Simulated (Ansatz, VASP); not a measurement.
**Two plane-wave programs on Rh**

```
Rh
1.0
     2.69760    0.00000    0.00000
    -1.34880    2.33619    0.00000
     0.00000    0.00000    4.24480
Rh
2
Direct
  0.66667 0.33333 0.75000
  0.33333 0.66667 0.25000
```

Alike in both runs: task single point; functional PBE; k mesh 18 × 18 × 10; occupations gaussian, width 0.15 eV; no spin polarisation.

|  | VASP | Ansatz |
| --- | --- | --- |
| version | VASP 6.6.1 | Ansatz 0.2.0 |
| potentials or method | VASP PAW PBE potentials, release 64 (Rh_pv), cutoff 520 eV | scalar-relativistic, plane waves, PAW |
| valence electrons in the cell | 30 | 34 |

VASP gave:

| Item | Value |
| --- | --- |
| gap on the k mesh at the Fermi level (eV) | none |
| pressure (GPa) | 15.8 |
| traceless stress, the component that is largest in VASP (GPa) | 5.43 |

Task: Which values does Ansatz return?

Result: gap on the k mesh at the Fermi level (eV): none; pressure (GPa): 15.8; traceless stress, the component that is largest in VASP (GPa): 5.42.

A gap of «none» marks a metal or a gap that the smearing closes. The functional is the same, so the differences come from potentials, cutoffs and numerics. VASP's potentials hold 30 valence electrons a cell and Ansatz's 34, so a difference there can come from the potentials and not from the codes.
